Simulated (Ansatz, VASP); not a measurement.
Re in VASP and in Ansatz

```
Re
1.0
     2.76639    0.00000    0.00000
    -1.38319    2.39576    0.00000
     0.00000    0.00000    8.93885
Re
4
Direct
  0.00000 0.00000 0.00000
  0.33333 0.66667 0.25000
  0.00000 0.00000 0.50000
  0.66667 0.33333 0.75000
```

Alike in both runs: task relaxation of cell and atoms; functional PBEsol; k mesh 18 × 18 × 6; occupations gaussian, width 0.1 eV; no spin polarisation.

|  | VASP | Ansatz |
| --- | --- | --- |
| version | VASP 6.6.1 | Ansatz 0.2.0 |
| potentials or method | VASP PAW PBE potentials, release 64 (Re), cutoff 600 eV | scalar-relativistic, plane waves, PAW |
| valence electrons in the cell | 28 | 60 |

```csv
,VASP,Ansatz,Ansatz less VASP
"gap on the k mesh at the Fermi level, each at its own relaxed structure (eV)",none,none,-
relaxed volume (Å³/atom),14.55,14.54,-0.008
relaxed length of the cell vector where the two differ most in proportion (Å),2.753,2.752,-0.0006
```

VASP's potentials were made for PBE, not for PBEsol. A gap of «none» marks a metal or a gap that the smearing closes. VASP's potentials hold 28 valence electrons a cell and Ansatz's 60, so a difference there can come from the potentials and not from the codes.

Spin-orbit coupling is off throughout. Noted on VASP's run: too few bands were computed for a metal, which touches its energy and stress.
